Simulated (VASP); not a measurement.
Fe4Si:

```
Fe Si
1.0
     0.00000    2.02761    9.46634
     1.52190    0.00000    9.46634
     1.52190    2.02761    0.00000
Fe Si
4 1
Direct
  0.59407 0.59407 0.40593
  0.19797 0.19797 0.80203
  0.80203 0.80203 0.19797
  0.40593 0.40593 0.59407
  0.00000 0.00000 0.00000
```

Base run:

| Item | Value |
| --- | --- |
| Program | VASP 6.6.1 |
| Functional | PBEsol |
| Potentials or basis | VASP PAW PBE potentials, release 64 (Fe, Si) |
| Cutoff | 520 eV |
| k mesh | 9 × 9 × 9 |
| Occupations | fermi-dirac, width 0.05 eV |
| Spin | collinear spin, ferromagnetic start |
| Starting moments | [4.5, 4.5, 4.5, 4.5, 0.0] μB |
| Fixed moment | 18 μB |

Its results: pressure 63.7 GPa; site moments Fe +4.02, +3.94 (each value once); Si +0.49 μB; largest force 2.276 eV/Å.

Task: The run is repeated on the same cell with these changes: fixed moment from 18 μB to 12 μB; moments at the start from [4.5, 4.5, 4.5, 4.5, 0.0] to [3.0, 3.0, 3.0, 3.0, 0.0]. What comes out?

Result: Pressure 9.0 GPa; site moments Fe +2.75, +3.07 (each value once); Si +0.06 μB; largest force 0.740 eV/Å.

Caveats: the cell stands under pressure; the PAW data sets were made with another functional, which shifts forces and pressure a little; the total moment is fixed, so each spin has its own Fermi level.
